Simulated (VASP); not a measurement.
## MoS2: single point with PBE+D3(BJ)

The system is MoS2.

```xyz
6
Lattice="-3.1495 0.0000 0.0000 -1.5747 -2.7275 0.0000 -2.3621 -2.2729 13.2901" Properties=species:S:1:pos:R:3 pbc="T T T"
Mo    0.0000    0.0000    0.7834
Mo    0.0000    0.0000    7.4285
S    -1.5747   -0.9092    8.9953
S    -1.5747   -0.9092    2.3503
S    -1.5747   -0.9092   12.5067
S    -1.5747   -0.9092    5.8617
```

| Quantity | Value |
| --- | --- |
| Program | VASP 6.6.1 |
| Task | single point |
| Functional | PBE |
| Dispersion | D3(BJ) |
| Potentials or basis | VASP PAW PBE potentials, release 64 (Mo_sv, S) |
| Cutoff | 520 eV |
| k mesh | 10 × 10 × 2 |
| Occupations | gaussian, width 0.05 eV |
| Spin | no spin polarisation |

```json
{"Pressure": "4.6 GPa", "Largest force": "3.647 eV/Å", "Band gap on the k mesh": "zero (band 26 reaches 7.05 eV, above the bottom of band 27 at 6.66 eV)", "Dispersion energy per atom": "-0.398 eV"}
```

Forces on the atoms (eV/Å):
```
Mo   1.256 -0.725  3.346
Mo   0.007 -0.004 -0.005
S    0.000  0.000  0.002
S   -0.624  0.360  0.110
S   -0.637  0.368 -3.460
S   -0.002  0.001  0.006
```

Stress tensor (GPa, compression positive):
```
 1.58  2.64  0.02
 2.64  4.64 -0.01
 0.02 -0.01  7.51
```

Levels at points of the mesh, in eV from the Fermi level:
| k point | band 23 | band 24 | band 25 | band 26 | band 27 | band 28 | band 29 | band 30 |
| --- | --- | --- | --- | --- | --- | --- | --- | --- |
| (0.00, 0.00, 0.00) | -1.87 | -1.48 | -1.06 | -0.44 | 0.39 | 1.02 | 2.06 | 2.06 |
| (0.50, 0.00, 0.00) | -1.71 | -1.59 | -1.47 | -0.56 | 1.41 | 1.59 | 1.63 | 2.05 |
| (0.00, 0.50, 0.00) | -2.37 | -1.69 | -1.41 | 0.17 | 0.90 | 1.47 | 1.59 | 2.07 |
| (0.50, 0.50, 0.00) | -2.37 | -1.69 | -1.41 | 0.17 | 0.90 | 1.47 | 1.59 | 2.07 |
| (0.00, 0.00, 0.50) | -2.23 | -1.28 | -0.80 | -0.63 | 0.39 | 1.02 | 2.05 | 2.06 |
| (0.50, 0.00, 0.50) | -1.69 | -1.61 | -1.42 | -0.56 | 1.41 | 1.59 | 1.62 | 2.11 |
| (0.00, 0.50, 0.50) | -2.47 | -1.69 | -1.40 | 0.17 | 0.90 | 1.47 | 1.59 | 2.00 |
| (0.50, 0.50, 0.50) | -2.47 | -1.69 | -1.40 | 0.17 | 0.90 | 1.47 | 1.59 | 2.00 |

Run time: 3.6 min on 1 thread of Intel(R) Xeon(R) 6975P-C (Granite Rapids), on a shared host, peak memory 0.47 GiB.

Caveat: forces of over 1 eV/Å act on the atoms, so gaps and moduli don't describe the material at rest.
